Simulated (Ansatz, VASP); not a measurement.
**One calculation of ZnS, two programs**

POSCAR

```
ZnS
1.0
    3.8110000000      0.0000000000      0.0000000000
   -1.9055000000      3.3004228138      0.0000000000
    0.0000000000      0.0000000000      6.2340000000
Zn S
2 2
Direct
    0.6674380000      0.3422300000      0.4978720000
    0.3292070000      0.6648810000      0.0019740000
    0.6681340000      0.3351470000      0.8874040000
    0.3399020000      0.6725520000      0.3863000000
```

File INCAR.step1:

```
SYSTEM = ZnS
ALGO     = Normal         ! electronic algorithm
EDIFF    = 1E-5           ! SCF threshold, eV
ENCUT    = 520            ! plane-wave cutoff, eV
GGA      = PE             ! functional
ISIF     = 2              ! what is computed and relaxed
ISMEAR   = 0              ! smearing method
LASPH    = .TRUE.         ! aspherical terms in the spheres
LCHARG   = .FALSE.        ! write CHGCAR
LREAL    = .FALSE.        ! projectors in reciprocal space
LUSENCCL = .FALSE.      
LWAVE    = .TRUE.         ! write WAVECAR
NBANDS   = 26             ! bands
NELM     = 80             ! most SCF steps
PREC     = Accurate       ! precision mode
SIGMA    = 0.01           ! smearing width, eV
```

The input INCAR.step2:

```
SYSTEM = ZnS
ALGO     = Normal         ! electronic algorithm
EDIFF    = 1E-6           ! SCF threshold, eV
ENCUT    = 520            ! plane-wave cutoff, eV
GGA      = PE             ! functional
HFSCREEN = 0.2079         ! screening, 1/A
ISIF     = 2              ! what is computed and relaxed
ISMEAR   = 0              ! smearing method
ISTART   = 1            
IVDW     = 12             ! dispersion correction
LASPH    = .TRUE.         ! aspherical terms in the spheres
LCHARG   = .FALSE.        ! write CHGCAR
LHFCALC  = .TRUE.         ! exact exchange
LREAL    = .FALSE.        ! projectors in reciprocal space
LUSENCCL = .FALSE.      
LWAVE    = .FALSE.        ! write WAVECAR
NBANDS   = 26             ! bands
NELM     = 80             ! most SCF steps
PREC     = Accurate       ! precision mode
PRECFOCK = Normal       
SIGMA    = 0.01           ! smearing width, eV
VDW_A1   = 0.383        
VDW_A2   = 5.685        
VDW_S6   = 1.0          
VDW_S8   = 2.31
```

Contents of KPOINTS:

```
k-points
0
G
  4 4 3
  0 0 0
```

File input.yaml:

```yaml
crystal:
  lattice:
    - [3.811, 0.0, 0.0]
    - [-1.9055, 3.3004228138, 0.0]
    - [0.0, 0.0, 6.234]
  atoms:
    - { symbol: Zn, position: [0.667438, 0.34223, 0.497872] }
    - { symbol: Zn, position: [0.329207, 0.664881, 0.001974] }
    - { symbol: S, position: [0.668134, 0.335147, 0.887404] }
    - { symbol: S, position: [0.339902, 0.672552, 0.3863] }
hamiltonian:
  xc: hse06
  pseudopotentials: { kind: paw }
  dispersion: d3bj
kpoints:
  mp_grid: { grid: [4, 4, 3] }
scf:
  occupations: { method: gaussian, width: 0.01 }
  n_extra_bands: 16
output:
  eigenvalues: true
  optics: { e_range: [0, 14], sigma: 0.1 }
```

Change from the starting cell: atoms moved at random, drawn with an rms of 0.02 Å.

Alike in both runs: functional HSE06; dispersion D3(BJ); k mesh 4 × 4 × 3; occupations gaussian, width 0.01 eV; no spin polarisation.

```csv
,VASP,Ansatz
version,VASP 6.6.1,Ansatz 0.2.0
potentials or method,"VASP PAW PBE potentials, release 64 (Zn, S)",Ansatz PAW
plane-wave cutoff (eV),520,420
valence electrons in the cell,36,36
task,single point,optical spectrum
```

Ansatz gave:

* gap on the k mesh at the Fermi level (eV): 3.46
* least direct gap on the mesh (eV): 3.46

Problem. Which values does VASP return?

Solution. gap on the k mesh at the Fermi level (eV): 3.45; least direct gap on the mesh (eV): 3.45.

The k mesh is coarse, so the values compare programs but aren't converged. Noted on Ansatz's run: this version of the program is known to err on some quantities of such runs, which are left out of the summary and shouldn't be taken from the log; odd divisions of the mesh miss points on the zone boundary, where band edges often lie, so the gap on the mesh can be too wide.
